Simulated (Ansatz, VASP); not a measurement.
**BaLiF3: VASP beside Ansatz**

```
CELL_PARAMETERS angstrom
3.86892 0.00000 0.00000
0.00000 3.86892 0.00000
0.00000 0.00000 3.92875
ATOMIC_POSITIONS crystal
Ba 0.00000 0.00000 0.00000
Li 0.50000 0.50000 0.50000
F 0.00000 0.50000 0.50000
F 0.50000 0.50000 0.00000
F 0.50000 0.00000 0.50000
```

Change from the starting cell: strain -0.030 along x and y, -0.015 along z, atoms carried along.

Alike in both runs: task single point; functional LDA; k mesh 6 × 6 × 6; occupations gaussian, width 0.05 eV; no spin polarisation.

|  | VASP | Ansatz |
| --- | --- | --- |
| version | VASP 6.6.1 | Ansatz 0.2.0 |
| potentials or method | VASP PAW LDA potentials, release 64 (Ba_sv, Li_sv, F_h), cutoff 1350 eV | scalar-relativistic, plane waves, PAW |
| valence electrons in the cell | 34 | 34 |

VASP gave:

* gap on the k mesh at the Fermi level (eV): 6.49
* least direct gap on the mesh (eV): 6.49
* pressure (GPa): 0.9
* traceless stress, the component that is largest in VASP (GPa): -1.12

Task: What did Ansatz give for the same quantities?

Result: gap on the k mesh at the Fermi level (eV): 6.59; least direct gap on the mesh (eV): 6.59; pressure (GPa): -0.1; traceless stress, the component that is largest in VASP (GPa): -1.04.

LDA's correlation is that of Perdew and Zunger in VASP and of Perdew and Wang (1992) in Ansatz.

Neither program's run includes spin-orbit coupling.
